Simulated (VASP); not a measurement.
Here is a VASP 6.6.1 calculation.

Contents of INCAR:

```
PREC = Accurate
ENCUT = 600
EDIFF = 1E-6
ISMEAR = -1
SIGMA = 0.05
LREAL = False
LASPH = True
NELM = 80
ALGO = Normal
ISIF = 3
LWAVE = False
LCHARG = False
IBRION = 2
NSW = 80
EDIFFG = -0.02
```

The input KPOINTS:

```
regular mesh
0
Gamma
  5 5 2
```

The input POSCAR:

```
Cl
1.0
    3.1450000000     -2.2500000000      0.0000000000
    3.1450000000      2.2500000000      0.0000000000
    0.0000000000      0.0000000000      8.2100000000
Cl
4
Direct
    0.8700000000      0.1300000000      0.1000000000
    0.6300000000      0.3700000000      0.6000000000
    0.1300000000      0.8700000000      0.9000000000
    0.3700000000      0.6300000000      0.4000000000
```

Potentials or basis: VASP PAW LDA potentials, release 64 (Cl).

Run with:

```bash
$ cat potpaw_LDA.64/Cl/POTCAR > POTCAR
$ mpirun -np 1 vasp_std > vasp.out
```

Problem. Predict the space group after relaxing (to 0.1 Å).

Solution. Cmce (No. 64).

Problem. What does it give for the relaxed volume?

Solution. 22.41 Å³/atom.

Problem. Estimate the relaxed cell.

Solution. a = 3.608 Å, b = 3.608 Å, c = 7.780 Å, α = 90.00°, β = 90.00°, γ = 62.27°.

Problem. What does it give for the band gap on the k mesh?

Solution. 1.98 eV.

Forces on the atoms (eV/Å):
```
Cl   0.000 -0.008 -0.016
Cl   0.000  0.008 -0.016
Cl   0.000  0.008  0.016
Cl   0.000 -0.008  0.016
```

Caveat: the volume moved by over 15 % at a fixed basis, so the end points are rough; an odd mesh through Γ misses points on the zone boundary, where band edges can lie. LDA usually gives volumes a few per cent too small.
